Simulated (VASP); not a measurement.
Runs of VASP 6.6.1 on ZnO (base). The structure is that of space group P6_3mc (No. 186), or close to it. The cells are those of the table. 

| task | potentials or basis | cell | cutoff (eV) | smearing | second run | gap on the mesh (eV) | pressure (GPa) |
| --- | --- | --- | --- | --- | --- | --- | --- |
| single point | VASP PAW PBE potentials, release 64 (Zn, O) | a = 3.279, b = 3.279, c = 5.294 Å, angles 90.0, 90.0, 120.0°, 4 atoms | 520 | gaussian 0.02 eV | - | 0.73 | 0.9 |
| single point | VASP PAW PBE potentials, release 64 (Zn, O) | a = 3.301, b = 3.301, c = 5.329 Å, angles 90.0, 90.0, 120.0°, 4 atoms | 520 | gaussian 0.01 eV | - | 0.70 | (a) |
| relaxation of shape and atoms at fixed volume | VASP PAW PBE potentials, release 64 (Zn, O) | relaxed from a = 3.301, b = 3.301, c = 5.329 Å, angles 90.0, 90.0, 120.0°, 4 atoms | 600 | gaussian 0.01 eV | - | 0.70 | -1.8 |
| relaxation of cell and atoms | VASP PAW PBE potentials, release 64 (Zn, O) | relaxed from a = 3.249, b = 3.249, c = 5.206 Å, angles 90.0, 90.0, 120.0°, 4 atoms | 600 | gaussian 0.02 eV | - | 0.72 | 0.0 |
| single point | VASP PAW PBE potentials, release 64 (Zn, O) | a = 3.213, b = 3.213, c = 5.186 Å, angles 90.0, 90.0, 120.0°, 4 atoms | 520 | gaussian 0.02 eV | - | 0.82 | 10.3 |
| relaxation of shape and atoms at fixed volume | VASP PAW PBE potentials, release 64 (Zn, O) | relaxed from a = 3.213, b = 3.213, c = 5.186 Å, angles 90.0, 90.0, 120.0°, 4 atoms | 600 | gaussian 0.02 eV | - | 0.82 | 10.2 |
| single point | VASP PAW PBE potentials, release 64 (Zn, O_h) | a = 3.213, b = 3.213, c = 5.186 Å, angles 90.0, 90.0, 120.0°, 4 atoms | 910 | gaussian 0.02 eV | hard_potentials | 0.82 | (b) |

Alike in all rows: level PBE; no spin polarisation; k mesh 9 × 9 × 6.

Task: Estimate the missing entries.

Result: (a) -1.6; (b) 10.0.

Caveats: the relaxation stopped at its first step, so nothing moved (some runs); the cutoff is under 1.25 times the usual one of these potentials, so pressure, stress and relaxed cells hold a basis-set (Pulay) error (some runs).

